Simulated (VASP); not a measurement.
# C (I4_1/amd) in VASP: relaxation of cell and atoms with PBE

Aim: the relaxation of cell and atoms of C with PBE.

All numbers are computed with VASP 6.6.1; they aren't measurements. Logs are shortened: lines on timing, memory, paths and dates and some standing lists are left out, and cuts for length are marked.

### 1 The cell of the first run

Symmetry: I4_1/amd, No. 141, tetragonal system. Conventional cell: a = 3.196 Å, b = 3.196 Å, c = 1.758 Å, α = 90.00°, β = 90.00°, γ = 90.00°. C (site symmetry -4m2) has 10 C at 1.66 to 2.07 Å within 2.2 Å.

### 2 Relaxation of cell and atoms, PBE, target pressure 190 GPa, at which the enthalpy is minimised

The input, INCAR:

```
SYSTEM = C
  PREC = Accurate
  ENCUT = 600
  EDIFF = 1E-6
  ISMEAR = -1
  SIGMA = 0.08
  LREAL = .False.
  LASPH = .True.
  NELM = 60
  ALGO = Normal
  ISIF = 3
  LWAVE = .False.
  LCHARG = .False.
  GGA = PE
  IBRION = 2
  NSW = 60
  EDIFFG = -0.005
  PSTRESS = 1900.0
```

The input, KPOINTS:

```
Automatic mesh
0
Gamma
  25 25 25
  0 0 0
```

The input, POSCAR:

```
C
1.0
   -1.5979247993      1.5979247993      0.8788586396
    1.5979247993     -1.5979247993      0.8788586396
    1.5979247993      1.5979247993     -0.8788586396
C
2
Direct
   -0.3750000000     -0.1250000000     -0.2500000000
    0.3750000000      0.1250000000      0.2500000000
```

Potentials or basis: VASP PAW PBE potentials, release 64 (C).

Launch:

```sh
$ cat potpaw_PBE.64/C/POTCAR > POTCAR
$ mpirun -np 1 vasp_std > vasp.out
```

OUTCAR:

```text
SYSTEM = C
   PREC = Accurate
   ENCUT = 600
   EDIFF = 1E-6
   ISMEAR = -1
   LREAL = .False.
   LASPH = .True.
   NELM = 60
   ISIF = 3
   GGA = PE
   IBRION = 2
   NSW = 60
   EDIFFG = -0.005
   PSTRESS = 1900.0

 ion  position               nearest neighbor table
   1  0.625  0.875  0.750-   2 1.66   2 1.66   2 1.66   2 1.66
   2  0.375  0.125  0.250-   1 1.66   1 1.66   1 1.66   1 1.66

  LATTYP: Found a body centered tetragonal cell.
 ALAT       =     3.1958495986
 C/A-ratio  =     0.5500000000

  Lattice vectors:

 A1 = (  -1.5979247993,   1.5979247993,   0.8788586396)
 A2 = (   1.5979247993,  -1.5979247993,   0.8788586396)
 A3 = (   1.5979247993,   1.5979247993,  -0.8788586396)

Analysis of symmetry for initial positions (statically):
=====================================================================
 Subroutine PRICEL returns:
 Original cell was already a primitive cell.

 Routine SETGRP: Setting up the symmetry group for a
 body centered tetragonal supercell.

 Subroutine GETGRP returns: Found 16 space group operations
 (whereof  4 operations were pure point group operations)
 out of a pool of 16 trial point group operations.

The static configuration has the point symmetry C_2h.
 The point group associated with its full space group is D_4h.

Analysis of symmetry for dynamics (positions and initial velocities):
=====================================================================
 Subroutine PRICEL returns:
 Original cell was already a primitive cell.

 Routine SETGRP: Setting up the symmetry group for a
 body centered tetragonal supercell.

 Subroutine GETGRP returns: Found 16 space group operations
 (whereof  4 operations were pure point group operations)
 out of a pool of 16 trial point group operations.

The dynamic configuration has the point symmetry C_2h.
 The point group associated with its full space group is D_4h.

 Subroutine INISYM returns: Found 16 space group operations
 (whereof  4 operations are pure point group operations),
 and found     1 'primitive' translations

----------------------------------------------------------------------------------------

                                     Primitive cell

  volume of cell :       8.9762

  direct lattice vectors                    reciprocal lattice vectors
    -1.597924799  1.597924799  0.878858640     0.000000000  0.312905839  0.568919707
     1.597924799 -1.597924799  0.878858640     0.312905839  0.000000000  0.568919707
     1.597924799  1.597924799 -0.878858640     0.312905839  0.312905839  0.000000000

  length of vectors
     2.424689637  2.424689637  2.424689637     0.649291689  0.649291689  0.442515681

  position of ions in fractional coordinates (direct lattice)
     0.625000000  0.875000000  0.750000000
     0.375000000  0.125000000  0.250000000

  ion indices of the primitive-cell ions
   primitive index   ion index
                 1           1
                 2           2

----------------------------------------------------------------------------------------

 KPOINTS: Automatic mesh

Automatic generation of k-mesh.
 Grid dimensions read from file:
 generate k-points for:   25   25   25

 Generating k-lattice:

  Cartesian coordinates                     Fractional coordinates (reciprocal lattice)
     0.000000000  0.012516234  0.022756788     0.040000000  0.000000000  0.000000000
     0.012516234  0.000000000  0.022756788     0.000000000  0.040000000  0.000000000
     0.012516234  0.012516234  0.000000000     0.000000000  0.000000000  0.040000000

  Length of vectors
     0.025971668  0.025971668  0.017700627

  Shift w.r.t. Gamma in fractional coordinates (k-lattice)
     0.000000000  0.000000000  0.000000000

 Subroutine IBZKPT returns following result:
 ===========================================

 Found   1183 irreducible k-points:

 Following reciprocal coordinates:
            Coordinates               Weight
  0.000000  0.000000  0.000000      1.000000
  0.040000  0.000000 -0.000000      8.000000
  0.080000  0.000000 -0.000000      8.000000
  0.120000  0.000000  0.000000      8.000000
  0.160000  0.000000 -0.000000      8.000000
  0.200000 -0.000000  0.000000      8.000000
[... 16 lines left out ...]
  0.400000  0.040000  0.000000     16.000000
  0.440000  0.040000  0.000000     16.000000
 [... further k-points ...]
   k-points           NKPTS =   1183   k-points in BZ     NKDIM =   1183   number of bands    NBANDS=      8
   number of dos      NEDOS =    301   number of ions     NIONS =      2
   total plane-waves  NPLWV =   8000
   dimension x,y,z NGX =    20 NGY =   20 NGZ =   20
   dimension x,y,z NGXF=    40 NGYF=   40 NGZF=   40
   ions per type =               2
   NGX,Y,Z   is equivalent  to a cutoff of  13.71, 13.71, 13.71 a.u.
   NGXF,Y,Z  is equivalent  to a cutoff of  27.43, 27.43, 27.43 a.u.
 SYSTEM =  C
   PREC   = accura    normal or accurate (medium, high low for compatibility)
   ISTART =      0    job   : 0-new  1-cont  2-samecut
   ICHARG =      2    charge: 1-file 2-atom 10-const
   ISPIN  =      1    spin polarized calculation?
   LNONCOLLINEAR =      F non collinear calculations
   LSORBIT =      F    spin-orbit coupling
   LASPH  =      T    aspherical Exc in radial PAW
   ENCUT  =  600.0 eV  44.10 Ry    6.64 a.u.   4.84  4.84  4.84*2*pi/ulx,y,z
   NELM   =     60;   NELMIN=  2; NELMDL= -5     # of ELM steps
   EDIFF  = 0.1E-05   stopping-criterion for ELM
   LREAL  =      F    real-space projection
   EDIFFG = -.5E-02   stopping-criterion for IOM
   NSW    =     60    number of steps for IOM
   IBRION =      2    ionic relax: 0-MD 1-quasi-New 2-CG
   NFREE  =      1    steps in history (QN), initial steepest desc. (CG)
   ISIF   =      3    stress and relaxation
   ISYM   =      2    0-nonsym 1-usesym 2-fastsym
   POTIM  = 0.5000    time-step for ionic-motion
   TEBEG  =    0.0;   TEEND  =   0.0 temperature during run
   PSTRESS= 1900.0 pullay stress
   NELECT =       8.0000    total number of electrons
   NUPDOWN=      -1.0000    fix difference up-down
   EMIN   =  10.00;   EMAX   =-10.00  energy-range for DOS
   EFERMI =   0.00;   METHOD = LEGACY
   ISMEAR =    -1;   SIGMA  =   0.08  broadening in eV -4-tet -1-fermi 0-gaus
   EFERMI_NEDOS =   21; number of points for ismear=-14 and -15
   IALGO  =     38    algorithm
   IMIX   =      4    mixing-type and parameters
     AMIX     =   0.40;   BMIX     =  1.00
     AMIX_MAG =   1.60;   BMIX_MAG =  1.00
  volume/ion in A,a.u.               =       4.49        30.29
  Fermi-wavevector in a.u.,A,eV,Ry     =   1.575461  2.977189 33.770703  2.482077
  Thomas-Fermi vector in A             =   2.676441
   LORBIT       =      0    0 simple, 1 ext, 2 COOP (PROOUT), +10 PAW based schemes
   GGA     = PE    functional components
   LHFCALC =     F    Hartree Fock is set to
   AEXX    =    0.0000 exact exchange contribution
   IVDW    =     0    specifies the selected vdW correction
   LEPSILON=     F    determine dielectric tensor
   LRPA    =     F    only Hartree local field effects (RPA)
 conjugate gradient relaxation of ions
 non-spin polarized calculation
  energy-cutoff  :      600.00
  volume of cell :        8.98
 maximum number of plane-waves:       318
   NGX =  9   NGY =  9   NGZ =  9

--------------------------------------- Ionic step        1  -------------------------------------------

 number of electron       8.0000001 magnetization

 Free energy of the ion-electron system (eV)
  ---------------------------------------------------
  ext. energy  EPLUGINS =         0.00000000
  ---------------------------------------------------
  free energy    TOTEN  =       -12.03143843 eV

  energy without entropy =      -12.02353054  energy(sigma->0) =      -12.02748449

------------------------ aborting loop because EDIFF is reached ----------------------------------------

  FORCE on cell =-STRESS in cart. coord.  units (eV):
  Direction    XX          YY          ZZ          XY          YZ          ZX
  --------------------------------------------------------------------------------------
  -------------------------------------------------------------------------------------
  Total        4.0133740      4.0133740      9.1726751     -0.0000000      0.0000000      0.0000000
  in kB      716.3553742    716.3553742   1637.2496313     -0.0000000      0.0000000      0.0000000
  external PRESSURE =    -876.6798735 kB  Pullay stress =    1900.0000000 kB
[... 97 lines left out ...]
  energy  without entropy=      -11.3681289511  energy(sigma->0) =      -11.37197820

  enthalpy is  TOTEN    =        -1.7396444804 eV   P V=        9.6361829762

 E-fermi :  63.8162     XC(G=0): -24.8986

 val. band max:       63.8144544182   @ k =  -0.3600   0.4400   0.0400
 cond. band min:      63.8341020124   @ k =  -0.2800   0.3200   0.1200
 fundamental gap:      0.0196475943
 Fermi energy:        63.8161570329

 k-point     1 :       0.0000    0.0000    0.0000
  band No.  band energies     occupation
      1      -3.2005      2.00000
      2       1.9640      2.00000
      3      24.6776      2.00000
      4     128.6149      0.00000
      5     128.6149      0.00000
      6     129.0781      0.00000
      7     129.0781      0.00000
      8     161.5201      0.00000
[... 243 lines left out ...]
 k-point    24 :       0.4400    0.0400    0.0000
  band No.  band energies     occupation
      1      10.1396      2.00000
      2      15.0224      2.00000
      3      40.7513      2.00000
      4      56.1602      2.00000
      5      63.7536      1.37216
      6      85.5086      0.00000
      7     106.5084      0.00000
      8     157.5700      0.00000

 [... further k-points ...]

[... ionic steps 4 to 43 ...]

--------------------------------------- Ionic step       44  -------------------------------------------

 number of electron       8.0000000 magnetization

------------------------ aborting loop because EDIFF is reached ----------------------------------------
[... 71 lines left out ...]
--------------------------------------- Ionic step       46  -------------------------------------------

 number of electron       8.0000000 magnetization

 Free energy of the ion-electron system (eV)
  ---------------------------------------------------
  ext. energy  EPLUGINS =         0.00000000
  ---------------------------------------------------
  free energy    TOTEN  =       -16.01291674 eV

  energy without entropy =      -16.01291674  energy(sigma->0) =      -16.01291674

 E-fermi :  16.7022     XC(G=0): -14.7650

 val. band max:       15.3725407340   @ k =   0.0000   0.0000   0.0000
 cond. band min:      18.0256315482   @ k =  -0.4000  -0.4000   0.4000
 fundamental gap:      2.6530908141
 Fermi energy:        16.7022243201

 k-point     1 :       0.0000    0.0000    0.0000
  band No.  band energies     occupation
      1     -11.4042      2.00000
      2      13.9795      2.00000
      3      13.9795      2.00000
      4      15.3725      2.00000
      5      20.4540      0.00000
      6      21.1459      0.00000
      7      21.1459      0.00000
      8      37.9341      0.00000
[... 243 lines left out ...]
 k-point    24 :       0.4400    0.0400    0.0000
  band No.  band energies     occupation
      1      -4.6078      2.00000
      2      -1.4942      2.00000
      3       9.8758      2.00000
      4      11.8446      2.00000
      5      23.7308      0.00000
      6      24.3248      0.00000
      7      28.2520      0.00000
      8      33.2367      0.00000

 [... further k-points ...]

------------------------ aborting loop because EDIFF is reached ----------------------------------------

  FORCE on cell =-STRESS in cart. coord.  units (eV):
  Direction    XX          YY          ZZ          XY          YZ          ZX
  --------------------------------------------------------------------------------------
  -------------------------------------------------------------------------------------
  Total       10.0729091     10.0729091     10.0674100      0.0000000      0.0000000      0.0000000
  in kB     1900.3437622   1900.3437622   1899.3062964      0.0000000      0.0000000      0.0000000
  external PRESSURE =      -0.0020597 kB  Pullay stress =    1900.0000000 kB
[... 21 lines left out ...]
  energy  without entropy=      -16.0129167437  energy(sigma->0) =      -16.01291674

  enthalpy is  TOTEN    =        -5.9418297519 eV   P V=       10.0710869919

 reached required accuracy - stopping structural energy minimisation
```

It took 45 min on 1 thread of Intel Xeon 8259CL, shared host; peak memory 0.21 GiB.

What came out:

```yaml
Free_energy: -16.0129 eV
Relaxed_volume: 4.25 Å³/atom
Relaxed_cell: a = 2.267 Å, b = 2.267 Å, c = 2.267 Å, α = 117.83°, β = 117.83°, γ = 93.81°
Space_group_after_relaxing_to_0.1_Å: I4_1/amd (No. 141)
Energy_change_on_relaxing_the_run_minimises_the_enthalpy: -1990.7 meV/atom
Ionic_steps: 46
Pressure_after_relaxing: 190.0 GPa
Band_gap_on_the_k_mesh: 2.65 eV (least direct gap 5.08 eV)
```

Stress tensor (GPa, compression positive):
```
190.03   0.00   0.00
  0.00 190.03   0.00
  0.00   0.00 189.93
```

The path:
```
step  energy change (eV)  largest force (eV/Å)  pressure (GPa)  volume (Å³)
   1              0.0000                0.0000          102.33         8.98
   3              0.6556                0.0000          191.53         8.13
   5              0.7950                0.0000          207.98         8.00
   7             -0.5740                0.0000          243.07         8.11
   9             38.1786                0.0000         3402.71         3.37
  11             42.1074                0.0000         3852.16         3.21
  13             36.1604                0.0000         3094.55         3.49
  15             19.0246                0.0000         1108.62         4.89
  17             10.5555                0.0000          173.74         7.39
  19             10.3143                0.0000          159.11         7.50
  21              9.3919                0.0000          192.91         7.39
  23              3.0816                0.0000          780.70         6.08
  25              4.6863                0.0000          993.07         5.70
  27              4.4062                0.0000          970.02         5.75
  29              3.9346                0.0000          887.86         5.91
  31              4.1603                0.0000          781.99         6.10
  33             -0.4960                0.0000          439.79         7.17
  35             -4.1924                0.0000          146.06         8.92
  37             -4.3238                0.0000          149.01         8.85
  39             -4.3053                0.0000          152.02         8.80
  41             -3.9918                0.0000          189.16         8.50
  43             -3.9834                0.0000          190.01         8.49
  45             -3.9787                0.0000          190.29         8.49
  46             -3.9815                0.0000          190.00         8.49
```

Final structure:
```yaml
crystal:
  lattice:
    - [-1.17071, 1.17071, 1.54909]
    - [1.17071, -1.17071, 1.54909]
    - [1.17071, 1.17071, -1.54909]
  atoms:
    - { symbol: C, position: [0.62500, 0.87500, 0.75000] }
    - { symbol: C, position: [0.37500, 0.12500, 0.25000] }
```

Caveat: the cell is relaxed towards a set pressure, so the run minimises the enthalpy, not the energy; an odd mesh through Γ misses points on the zone boundary, where band edges can lie.
